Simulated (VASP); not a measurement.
# TaTiNi3 (Pm-3m) in VASP: single point with PBE

Aim: the single point of TaTiNi3 with PBE.

Everything below comes from runs of VASP 6.6.1. Logs are shortened: lines on timing, memory, paths and dates and some standing lists are left out, and cuts for length are marked.

### 1 The cell of the first run

It takes space group Pm-3m (No. 221, cubic). The conventional cell has a = 3.802 Å, b = 3.802 Å, c = 3.802 Å, α = 90.00°, β = 90.00°, γ = 90.00°. Ti (site symmetry m-3m) has 6 Ni at 1.90 Å within 2.5 Å. Within 3.5 Å of Ta (site symmetry m-3m) lie 12 Ni at 2.69 Å and 8 Ti at 3.29 Å. Ni (site symmetry 4/mmm) has 2 Ti at 1.90 Å within 2.5 Å.

### 2 Single point, PBE, collinear spin, ferrimagnetic start

Contents of INCAR:

```
  ALGO = Normal
  EDIFF = 1E-6
  ENCUT = 520
  GGA = PE
  ISIF = 2
  ISMEAR = 0
  ISPIN = 2
  LASPH = True
  LCHARG = False
  LMAXMIX = 4
  LORBIT = 11
  LREAL = False
  LWAVE = False
  MAGMOM = 0 0 2 -2 -2
  NBANDS = 38
  NELM = 150
  PREC = Accurate
  SIGMA = 0.1
```

Contents of KPOINTS:

```
k-points
0
Gamma
  4 4 4
```

Contents of POSCAR:

```
TaTiNi3
1.0
    3.8018038900      0.0000000000      0.0000000000
    0.0000000000      3.8018038900      0.0000000000
    0.0000000000      0.0000000000      3.8018038900
Ti Ta Ni
1 1 3
Direct
    0.0000000000      0.0000000000      0.0000000000
    0.5000000000      0.5000000000      0.5000000000
    0.5000000000      0.0000000000      0.0000000000
    0.0000000000      0.5000000000      0.0000000000
    0.0000000000      0.0000000000      0.5000000000
```

Potentials or basis: VASP PAW PBE potentials, release 64 (Ti_sv, Ta_pv, Ni).

Run with:

```console
cat potpaw_PBE.64/Ti_sv/POTCAR potpaw_PBE.64/Ta_pv/POTCAR potpaw_PBE.64/Ni/POTCAR > POTCAR
mpirun -np 1 vasp_std > vasp.out
```

OUTCAR:

```text
EDIFF = 1E-6
   ENCUT = 520
   GGA = PE
   ISIF = 2
   ISMEAR = 0
   ISPIN = 2
   LASPH = True
   LORBIT = 11
   LREAL = False
   NELM = 150
   PREC = Accurate

 ion  position               nearest neighbor table
   1  0.000  0.000  0.000-   3 1.90   4 1.90   5 1.90   5 1.90   4 1.90   3 1.90
   2  0.500  0.500  0.500-   3 2.69   4 2.69   5 2.69   3 2.69   4 2.69   3 2.69   5 2.69   3 2.69
                             4 2.69   5 2.69   4 2.69   5 2.69
   3  0.500  0.000  0.000-   1 1.90   1 1.90   4 2.69   5 2.69   2 2.69   5 2.69   2 2.69   4 2.69
                             2 2.69   2 2.69   4 2.69   5 2.69   5 2.69   4 2.69
   4  0.000  0.500  0.000-   1 1.90   1 1.90   3 2.69   5 2.69   2 2.69   5 2.69   2 2.69   3 2.69
                             5 2.69   5 2.69   2 2.69   3 2.69   2 2.69   3 2.69
   5  0.000  0.000  0.500-   1 1.90   1 1.90   3 2.69   4 2.69   2 2.69   3 2.69   4 2.69   2 2.69
                             4 2.69   4 2.69   2 2.69   3 2.69   3 2.69   2 2.69

  LATTYP: Found a simple cubic cell.
 ALAT       =     3.8018038900

  Lattice vectors:

 A1 = (   3.8018038900,   0.0000000000,   0.0000000000)
 A2 = (   0.0000000000,   3.8018038900,   0.0000000000)
 A3 = (   0.0000000000,   0.0000000000,   3.8018038900)

Analysis of symmetry for initial positions (statically):
=====================================================================
 Subroutine PRICEL returns:
 Original cell was already a primitive cell.

 Routine SETGRP: Setting up the symmetry group for a
 simple cubic supercell.

 Subroutine GETGRP returns: Found 48 space group operations
 (whereof 48 operations were pure point group operations)
 out of a pool of 48 trial point group operations.

The static configuration has the point symmetry O_h .

Analysis of symmetry for dynamics (positions and initial velocities):
=====================================================================
 Subroutine PRICEL returns:
 Original cell was already a primitive cell.

 Routine SETGRP: Setting up the symmetry group for a
 simple cubic supercell.

 Subroutine GETGRP returns: Found 48 space group operations
 (whereof 48 operations were pure point group operations)
 out of a pool of 48 trial point group operations.

The dynamic configuration has the point symmetry O_h .

Analysis of structural, dynamic, and magnetic symmetry:
=====================================================================
 Subroutine PRICEL returns:
 Original cell was already a primitive cell.

 Routine SETGRP: Setting up the symmetry group for a
 simple cubic supercell.

 Subroutine GETGRP returns: Found 16 space group operations
 (whereof 16 operations were pure point group operations)
 out of a pool of 48 trial point group operations.

The overall configuration has the point symmetry D_4h.

 Subroutine INISYM returns: Found 16 space group operations
 (whereof 16 operations are pure point group operations),
 and found     1 'primitive' translations

----------------------------------------------------------------------------------------

                                     Primitive cell

  volume of cell :      54.9502

  direct lattice vectors                    reciprocal lattice vectors
     3.801803890  0.000000000  0.000000000     0.263033031  0.000000000  0.000000000
     0.000000000  3.801803890  0.000000000     0.000000000  0.263033031  0.000000000
     0.000000000  0.000000000  3.801803890     0.000000000  0.000000000  0.263033031

  length of vectors
     3.801803890  3.801803890  3.801803890     0.263033031  0.263033031  0.263033031

  position of ions in fractional coordinates (direct lattice)
     0.000000000  0.000000000  0.000000000
     0.500000000  0.500000000  0.500000000
     0.500000000  0.000000000  0.000000000
     0.000000000  0.500000000  0.000000000
     0.000000000  0.000000000  0.500000000

  ion indices of the primitive-cell ions
   primitive index   ion index
                 1           1
                 2           2
                 3           3
                 4           4
                 5           5

----------------------------------------------------------------------------------------

 KPOINTS: k-points

Automatic generation of k-mesh.
 Grid dimensions read from file:
 generate k-points for:    4    4    4

 Generating k-lattice:

  Cartesian coordinates                     Fractional coordinates (reciprocal lattice)
     0.065758258  0.000000000  0.000000000     0.250000000  0.000000000  0.000000000
     0.000000000  0.065758258  0.000000000     0.000000000  0.250000000  0.000000000
     0.000000000  0.000000000  0.065758258     0.000000000  0.000000000  0.250000000

  Length of vectors
     0.065758258  0.065758258  0.065758258

  Shift w.r.t. Gamma in fractional coordinates (k-lattice)
     0.000000000  0.000000000  0.000000000

 Subroutine IBZKPT returns following result:
 ===========================================

 Found     18 irreducible k-points:

 Following reciprocal coordinates:
            Coordinates               Weight
  0.000000  0.000000  0.000000      1.000000
  0.250000  0.000000  0.000000      2.000000
  0.000000  0.250000  0.000000      4.000000
  0.500000  0.000000  0.000000      1.000000
  0.000000  0.500000  0.000000      2.000000
  0.250000  0.250000  0.000000      8.000000
[... 10 lines left out ...]
  0.250000  0.500000  0.500000      2.000000
  0.500000  0.500000  0.500000      1.000000
   k-points           NKPTS =     18   k-points in BZ     NKDIM =     18   number of bands    NBANDS=     38
   number of dos      NEDOS =    301   number of ions     NIONS =      5
   total plane-waves  NPLWV =  21952
   dimension x,y,z NGX =    28 NGY =   28 NGZ =   28
   dimension x,y,z NGXF=    56 NGYF=   56 NGZF=   56
   ions per type =               1   1   3
   NGX,Y,Z   is equivalent  to a cutoff of  12.24, 12.24, 12.24 a.u.
   NGXF,Y,Z  is equivalent  to a cutoff of  24.49, 24.49, 24.49 a.u.
 SYSTEM =  unknown system
   PREC   = accura    normal or accurate (medium, high low for compatibility)
   ISTART =      0    job   : 0-new  1-cont  2-samecut
   ICHARG =      2    charge: 1-file 2-atom 10-const
   ISPIN  =      2    spin polarized calculation?
   LNONCOLLINEAR =      F non collinear calculations
   LSORBIT =      F    spin-orbit coupling
   LASPH  =      T    aspherical Exc in radial PAW
   ENCUT  =  520.0 eV  38.22 Ry    6.18 a.u.   7.07  7.07  7.07*2*pi/ulx,y,z
   NELM   =    150;   NELMIN=  2; NELMDL= -5     # of ELM steps
   EDIFF  = 0.1E-05   stopping-criterion for ELM
   LREAL  =      F    real-space projection
   EDIFFG = 0.1E-04   stopping-criterion for IOM
   NSW    =      0    number of steps for IOM
   IBRION =     -1    ionic relax: 0-MD 1-quasi-New 2-CG
   NFREE  =      0    steps in history (QN), initial steepest desc. (CG)
   ISIF   =      2    stress and relaxation
   ISYM   =      2    0-nonsym 1-usesym 2-fastsym
   POTIM  = 0.5000    time-step for ionic-motion
   TEBEG  =    0.0;   TEEND  =   0.0 temperature during run
   PSTRESS=    0.0 pullay stress
   NELECT =      53.0000    total number of electrons
   NUPDOWN=      -1.0000    fix difference up-down
   EMIN   =  10.00;   EMAX   =-10.00  energy-range for DOS
   EFERMI =   0.00;   METHOD = LEGACY
   ISMEAR =     0;   SIGMA  =   0.10  broadening in eV -4-tet -1-fermi 0-gaus
   EFERMI_NEDOS =   21; number of points for ismear=-14 and -15
   IALGO  =     38    algorithm
   IMIX   =      4    mixing-type and parameters
     AMIX     =   0.40;   BMIX     =  1.00
     AMIX_MAG =   1.60;   BMIX_MAG =  1.00
  volume/ion in A,a.u.               =      10.99        74.16
  Fermi-wavevector in a.u.,A,eV,Ry     =   1.617498  3.056628 35.596918  2.616300
  Thomas-Fermi vector in A             =   2.711913
   LORBIT       =     11    0 simple, 1 ext, 2 COOP (PROOUT), +10 PAW based schemes
   GGA     = PE    functional components
   LHFCALC =     F    Hartree Fock is set to
   AEXX    =    0.0000 exact exchange contribution
   IVDW    =     0    specifies the selected vdW correction
   LEPSILON=     F    determine dielectric tensor
   LRPA    =     F    only Hartree local field effects (RPA)
 spin polarized calculation
 Gauss-broadening in eV      SIGMA  =   0.10
  energy-cutoff  :      520.00
  volume of cell :       54.95
 maximum number of plane-waves:      1498
   NGX = 15   NGY = 15   NGZ = 15

 number of electron      53.0000067 magnetization      -0.1678968

 Free energy of the ion-electron system (eV)
  ---------------------------------------------------
  ext. energy  EPLUGINS =         0.00000000
  ---------------------------------------------------
  free energy    TOTEN  =       -27.07373488 eV

  energy without entropy =      -27.03095186  energy(sigma->0) =      -27.05234337

 E-fermi :  11.4058     XC(G=0): -13.7271

 val. band max:       11.4015075762   @ k =   0.2500   0.2500   0.2500
 cond. band min:      11.4063581981   @ k =   0.0000   0.0000   0.0000
 fundamental gap:      0.0048506219
 Fermi energy:        11.4057657913

 spin component 1

 k-point     1 :       0.0000    0.0000    0.0000
  band No.  band energies     occupation
      1     -45.9650      1.00000
      2     -23.3070      1.00000
      3     -23.3070      1.00000
      4     -23.3070      1.00000
      5     -22.3639      1.00000
      6     -22.3639      1.00000
[... 30 lines left out ...]
     37      20.3540      0.00000
     38      20.3540      0.00000

 k-point     2 :       0.2500    0.0000    0.0000
  band No.  band energies     occupation
      1     -45.9419      1.00000
      2     -23.3309      1.00000
      3     -23.3030      1.00000
      4     -23.3030      1.00000
      5     -22.5165      1.00000
      6     -22.3747      1.00000
[... 30 lines left out ...]
     37      21.6262      0.00000
     38      21.6288      0.00000
[... 613 lines left out ...]
     37      19.2886      0.00000
     38      19.7104      0.00000

 k-point    18 :       0.5000    0.5000    0.5000
  band No.  band energies     occupation
      1     -45.8251      1.00000
      2     -23.3374      1.00000
      3     -23.3374      1.00000
      4     -23.3374      1.00000
      5     -22.6925      1.00000
      6     -22.6925      1.00000
[... 30 lines left out ...]
     37      16.4206      0.00000
     38      19.4793      0.00000
 Fermi energy:        11.4057657913

 spin component 2

 k-point     1 :       0.0000    0.0000    0.0000
  band No.  band energies     occupation
      1     -45.9641      1.00000
      2     -23.3503      1.00000
      3     -23.3503      1.00000
      4     -23.3502      1.00000
      5     -22.3632      1.00000
      6     -22.3632      1.00000
[... 30 lines left out ...]
     37      20.3313      0.00000
     38      20.3314      0.00000

 k-point     2 :       0.2500    0.0000    0.0000
  band No.  band energies     occupation
      1     -45.9409      1.00000
      2     -23.3743      1.00000
      3     -23.3465      1.00000
      4     -23.3465      1.00000
      5     -22.5158      1.00000
      6     -22.3738      1.00000
[... 30 lines left out ...]
     37      21.6013      0.00000
     38      21.6137      0.00000
[... 613 lines left out ...]
     37      19.2496      0.00000
     38      19.6784      0.00000

 k-point    18 :       0.5000    0.5000    0.5000
  band No.  band energies     occupation
      1     -45.8242      1.00000
      2     -23.3811      1.00000
      3     -23.3811      1.00000
      4     -23.3810      1.00000
      5     -22.6915      1.00000
      6     -22.6915      1.00000
[... 30 lines left out ...]
     37      16.3749      0.00000
     38      19.4408      0.00000

------------------------ aborting loop because EDIFF is reached ----------------------------------------

  FORCE on cell =-STRESS in cart. coord.  units (eV):
  Direction    XX          YY          ZZ          XY          YZ          ZX
  --------------------------------------------------------------------------------------
  -------------------------------------------------------------------------------------
  Total       33.1507688     33.1498710     33.1498710     -0.0000000      0.0000000     -0.0000000
  in kB      966.5738802    966.5477029    966.5477029     -0.0000000      0.0000000     -0.0000000
  external PRESSURE =     966.5564287 kB  Pullay stress =       0.0000000 kB

 VOLUME and BASIS-vectors are now :
 -----------------------------------------------------------------------------
  energy-cutoff  :      520.00
  volume of cell :       54.95
      direct lattice vectors                 reciprocal lattice vectors
     3.801803890  0.000000000  0.000000000     0.263033031  0.000000000  0.000000000
     0.000000000  3.801803890  0.000000000     0.000000000  0.263033031  0.000000000
     0.000000000  0.000000000  3.801803890     0.000000000  0.000000000  0.263033031

 POSITION                                       TOTAL-FORCE (eV/Angst)
 -----------------------------------------------------------------------------------
      0.00000      0.00000      0.00000         0.000000      0.000000      0.000000
      1.90090      1.90090      1.90090         0.000000      0.000000      0.000000
      1.90090      0.00000      0.00000         0.000000      0.000000      0.000000
      0.00000      1.90090      0.00000         0.000000      0.000000      0.000000
      0.00000      0.00000      1.90090         0.000000      0.000000      0.000000
 -----------------------------------------------------------------------------------
    total drift:                                0.000000      0.000000     -0.000000

  FREE ENERGIE OF THE ION-ELECTRON SYSTEM (eV)
  ---------------------------------------------------
  free  energy   TOTEN  =       -27.0737348759 eV

  energy  without entropy=      -27.0309518579  energy(sigma->0) =      -27.05234337

 total charge

# of ion       s       p       d       tot
------------------------------------------
    1        2.397   6.403   3.017  11.817
    2        0.310   6.188   2.316   8.814
    3        0.672   0.648   8.690  10.010
    4        0.672   0.648   8.690  10.010
    5        0.672   0.648   8.690  10.010
--------------------------------------------------
tot          4.724  14.535  31.402  50.662

 magnetization (x)

# of ion       s       p       d       tot
------------------------------------------
    1        0.001  -0.001   0.002   0.001
    2       -0.001  -0.002  -0.067  -0.070
    3       -0.000  -0.006  -0.017  -0.023
    4       -0.000  -0.006  -0.017  -0.023
    5       -0.000  -0.006  -0.017  -0.023
--------------------------------------------------
tot         -0.001  -0.020  -0.118  -0.139
```

It took 1.7 min on 1 thread of AMD EPYC 7R13 (Zen 3), shared host; peak memory 0.18 GiB.

Results:

```yaml
Free_energy: -27.0737 eV
Pressure: 96.7 GPa
Net_moment: -0.17 μB per cell
Site_moments: Ti +0.00; Ta -0.07; Ni -0.02 μB
Valence_electrons_inside_the_program's_atomic_spheres: Ti 11.82; Ta 8.81; Ni 10.01
```

Caveat: the k points lie up to 0.41 Å⁻¹ apart; spin-orbit coupling is left out, which moves the levels of the heavy elements.
